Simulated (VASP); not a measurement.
Set up this calculation in VASP 6.6.1, as the native input.

* Task: relaxation of cell and atoms
* Functional: PBE
* Potentials or basis: VASP PAW PBE potentials, release 64 (Al, Ga_d, P)
* Cutoff: 600 eV
* k mesh: 6 × 6 × 2
* Occupations: gaussian, width 0.1 eV
* Spin: no spin polarisation
* Dipole correction: no
* Further INCAR settings: ALGO = Normal; EDIFF = 1e-06; IBRION = 2; EDIFFG = -0.04; NSW = 90; ISIF = 3

The structure of Al2GaP3 lies in POSCAR:

```
Al2GaP3
1.0
    4.0199104100      0.0000000000      0.0000000000
   -2.0099552000      3.4813445400      0.0000000000
    0.0000000000      0.0000000000      7.5128221400
Al Ga P
2 1 3
Direct
    0.6666666700      0.3333333300      0.2480740000
    0.6666666700      0.3333333300      0.7519260000
    0.0000000000      0.0000000000      0.0000000000
    0.0000000000      0.0000000000      0.5000000000
    0.3333333300      0.6666666700      0.0000000000
    0.3333333300      0.6666666700      0.5000000000
```

The input as run:

INCAR

```
SYSTEM = Al2GaP3
PREC = Accurate
ENCUT = 600
EDIFF = 1E-6
ISMEAR = 0
SIGMA = 0.1
LREAL = .False.
LASPH = .True.
NELM = 80
ALGO = Normal
ISIF = 3
LWAVE = .False.
LCHARG = .False.
GGA = PE
IBRION = 2
NSW = 90
EDIFFG = -0.04
```

KPOINTS

```
Automatic mesh
0
Gamma
  6 6 2
  0 0 0
```

Potentials or basis: VASP PAW PBE potentials, release 64 (Al, Ga_d, P).

Run with:

```sh
$ cat potpaw_PBE.64/Al/POTCAR potpaw_PBE.64/Ga_d/POTCAR potpaw_PBE.64/P/POTCAR > POTCAR
$ mpirun -np 1 vasp_std > vasp.out
```

It gave:

- Relaxed volume: 17.74 Å³/atom
- Relaxed cell: a = 4.089 Å, b = 4.089 Å, c = 7.350 Å, α = 90.00°, β = 90.00°, γ = 120.00°
- Space group after relaxing (to 0.05 Å): P-6m2 (No. 187)
- Energy gained by relaxing: 77.0 meV/atom
- Ionic steps: 11
- Pressure after relaxing: -0.2 GPa
- Largest force after relaxing: 0.019 eV/Å
- Band gap on the k mesh: zero (band 17 reaches 7.50 eV, above the bottom of band 18 at 6.69 eV)

Caveat: the k points lie up to 0.43 Å⁻¹ apart in the final cell.

It took 97 s on 1 thread of Intel(R) Xeon(R) 6975P-C (Granite Rapids), with other jobs on the host, peak memory 0.26 GiB.
